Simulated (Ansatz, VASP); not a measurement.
# CoGe3Pd in VASP and in Ansatz

```
Co Ge Pd
1.0
     4.65625    0.00000    0.00000
     0.00000    4.65625    0.00000
     0.00000    0.00000    4.22758
Co Ge Pd
1 3 1
Direct
  0.00000 0.00000 0.50000
  0.00000 0.50000 0.00000
  0.50000 0.00000 0.00000
  0.50000 0.50000 0.50000
  0.00000 0.00000 0.00000
```

Alike in both runs: task single point; functional PBE; k mesh 4 × 4 × 4; occupations gaussian, width 0.1 eV; collinear spin.

```csv
,VASP,Ansatz
version,VASP 6.6.1,Ansatz 0.2.0
potentials or method,"VASP PAW PBE potentials, release 64 (Co, Ge_d, Pd), cutoff 520 eV","scalar-relativistic, plane waves, PAW"
valence electrons in the cell,61,77
```

Ansatz gave:

* gap on the k mesh at the Fermi level (eV): none
* pressure (GPa): 17.0
* traceless stress, the component that is largest in VASP (GPa): 19.61
* net moment per atom (μB): 0.40
* size of the moment on the site where the two differ most (μB): 1.69

What did VASP give for the same quantities?

gap on the k mesh at the Fermi level (eV): none; pressure (GPa): 16.6; traceless stress, the component that is largest in VASP (GPa): 18.47; net moment per atom (μB): 0.39; size of the moment on the site where the two differ most (μB): 1.76.

Site moments also hang on the region over which each program counts them. A gap of «none» marks a metal or a gap that the smearing closes. VASP's potentials hold 61 valence electrons a cell and Ansatz's 77, so a difference there can come from the potentials and not from the codes.

The k mesh is coarse, so the values compare programs but aren't converged.
